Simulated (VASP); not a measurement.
Here is a VASP 6.6.1 calculation.

File INCAR:

```
SYSTEM = GaAs
PREC = Accurate
ENCUT = 520
EDIFF = 1E-6
ISMEAR = -1
SIGMA = 0.02
LREAL = .FALSE.
LASPH = .TRUE.
NELM = 100
ALGO = Normal
ISIF = 2
LWAVE = .FALSE.
LCHARG = .FALSE.
GGA = PE
NBANDS = 16
```

File KPOINTS:

```
regular mesh
0
G
  13 13 13
  0 0 0
```

Contents of POSCAR:

```
GaAs
1.0
    0.0000000000      2.8268500000      2.8833870000
    2.8268500000      0.0000000000      2.8833870000
    2.8268500000      2.8268500000      0.0000000000
Ga As
1 1
Direct
    0.0000000000      0.0000000000      0.0000000000
    0.2500000000      0.2500000000      0.2500000000
```

Potentials or basis: VASP PAW PBE potentials, release 64 (Ga_d, As).

Launch:

```bash
$ cat potpaw_PBE.64/Ga_d/POTCAR potpaw_PBE.64/As/POTCAR > POTCAR
$ mpirun -np 1 vasp_std > vasp.out
```

(1) Estimate the pressure.

(2) What does it give for the band gap on the k mesh?

Results:

(1) 2.0 GPa.

(2) 0.33 eV, direct.

Caveat: the cell differs from its parent crystal (z stretched by +2 %, then relaxed in part).
